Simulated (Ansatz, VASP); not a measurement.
## One calculation of Pd, two programs

The input INCAR:

```
SYSTEM = Pd
PREC = Accurate
ENCUT = 520
EDIFF = 1E-6
ISMEAR = 0
SIGMA = 0.15
LREAL = .FALSE.
LASPH = .TRUE.
NELM = 100
ALGO = Fast
ISIF = 2
LWAVE = .FALSE.
LCHARG = .TRUE.
GGA = PE
LELF = .TRUE.
LVHAR = .TRUE.
NBANDS = 11
```

KPOINTS

```
Automatic mesh
0
G
  20 20 20
  0 0 0
```

File POSCAR:

```
Pd
1.0
    0.0000000000      1.9449000000      1.9157265000
    1.9449000000      0.0000000000      1.9157265000
    1.9449000000      1.9449000000      0.0000000000
Pd
1
Direct
    0.0000000000      0.0000000000      0.0000000000
```

Input for Ansatz:

```yaml
crystal:
  lattice:
    - [0.0, 1.9449, 1.9157265]
    - [1.9449, 0.0, 1.9157265]
    - [1.9449, 1.9449, 0.0]
  atoms:
    - { symbol: Pd, position: [0.0, 0.0, 0.0] }
basis:
  ecutwfc: 420
kpoints:
  mp_grid: { grid: [20, 20, 20] }
hamiltonian:
  xc: pbe
scf:
  occupations: { method: gaussian, width: 0.15 }
output:
  forces: true
  stress: true
  eigenvalues: true
```

Change from the starting cell: strain -0.0150 x Voigt [0, 0, 1, 0, 0, 0], atoms carried along.

Alike in both runs: task single point; functional PBE; k mesh 20 × 20 × 20; occupations gaussian, width 0.15 eV; no spin polarisation.

|  | VASP | Ansatz |
| --- | --- | --- |
| version | VASP 6.6.1 | Ansatz 0.2.0 |
| potentials or method | VASP PAW PBE potentials, release 64 (Pd), cutoff 520 eV | scalar-relativistic, plane waves, PAW |
| valence electrons in the cell | 10 | 18 |

|  | VASP | Ansatz | Ansatz less VASP |
| --- | --- | --- | --- |
| gap on the k mesh at the Fermi level (eV) | none | none | - |
| pressure (GPa) | 10.6 | 11.0 | +0.35 |
| traceless stress, the component that is largest in VASP (GPa) | 0.57 | 0.58 | +0.009 |

A gap of «none» marks a metal or a gap that the smearing closes. VASP's potentials hold 10 valence electrons a cell and Ansatz's 18, so a difference there can come from the potentials and not from the codes.
